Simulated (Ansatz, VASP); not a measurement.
One calculation of Hf5N4, two programs

INCAR

```
SYSTEM = Hf5N4
ALGO = Normal
DIPOL = 0.5 0.5 0.500
EDIFF = 1E-6
ENCUT = 520
GGA = PE
IDIPOL = 3
ISIF = 2
ISMEAR = 0
LASPH = .True.
LCHARG = .True.
LDIPOL = .True.
LELF = .True.
LREAL = .False.
LVACPOTAV = .True.
LVHAR = .True.
LWAVE = .False.
NBANDS = 45
NELM = 100
PREC = Accurate
SIGMA = 0.1
```

File KPOINTS:

```
k-points
0
Gamma
  12 12 1
  0 0 0
```

The input POSCAR:

```
Hf5N4
1.0
    3.1830776067      0.0000000000      0.0000000000
   -1.5915388034      2.7566260697      0.0000000000
    0.0000000000      0.0000000000     25.3958879309
Hf N
5 4
Direct
    0.3333333333      0.6666666667      0.2953234012
    0.0000000000      0.0000000000      0.3976617006
    0.6666666667      0.3333333333      0.5000000000
    0.3333333333      0.6666666667      0.6023382994
    0.0000000000      0.0000000000      0.7046765988
    0.6666666667      0.3333333333      0.3464925509
    0.3333333333      0.6666666667      0.4488308503
    0.0000000000      0.0000000000      0.5511691497
    0.6666666667      0.3333333333      0.6535074491
```

Input for Ansatz:

```yaml
crystal:
  lattice:
    - [3.1830776067, 0.0, 0.0]
    - [-1.5915388034, 2.7566260697, 0.0]
    - [0.0, 0.0, 25.3958879309]
  atoms:
    - { symbol: Hf, position: [0.3333333333, 0.6666666667, 0.2953234012] }
    - { symbol: "N", position: [0.6666666667, 0.3333333333, 0.3464925509] }
    - { symbol: Hf, position: [0.0, 0.0, 0.3976617006] }
    - { symbol: "N", position: [0.3333333333, 0.6666666667, 0.4488308503] }
    - { symbol: Hf, position: [0.6666666667, 0.3333333333, 0.5] }
    - { symbol: "N", position: [0.0, 0.0, 0.5511691497] }
    - { symbol: Hf, position: [0.3333333333, 0.6666666667, 0.6023382994] }
    - { symbol: "N", position: [0.6666666667, 0.3333333333, 0.6535074491] }
    - { symbol: Hf, position: [0.0, 0.0, 0.7046765988] }
basis:
  ecutwfc: 420
kpoints:
  mp_grid: { grid: [12, 12, 1] }
hamiltonian:
  xc: pbe
scf:
  occupations: { method: gaussian, width: 0.1 }
output:
  forces: true
  stress: true
  eigenvalues: true
efield:
  axis: 3
  dipole_correction: true
  ramp_width: 0.04
```

Alike in both runs: task single point; functional PBE; k mesh 12 × 12 × 1; occupations gaussian, width 0.1 eV; no spin polarisation.

|  | VASP | Ansatz |
| --- | --- | --- |
| version | VASP 6.6.1 | Ansatz 0.2.0 |
| potentials or method | VASP PAW PBE potentials, release 64 (Hf_pv, N), cutoff 520 eV | scalar-relativistic, plane waves, PAW |
| valence electrons in the cell | 70 | 150 |

|  | VASP | Ansatz | Ansatz less VASP |
| --- | --- | --- | --- |
| gap on the k mesh at the Fermi level (eV) | none | none | - |
| rms of the force components (eV/Å) | 0.216 | 0.213 | -0.0025 |
| work function, face that differs most (eV) | 4.49 | 4.49 | +0.004 |

A gap of «none» marks a metal or a gap that the smearing closes. With one functional, cell and mesh, what is left measures potentials, basis and numerics. VASP's potentials hold 70 valence electrons a cell and Ansatz's 150, so a difference there can come from the potentials and not from the codes.

Spin-orbit coupling is off throughout.
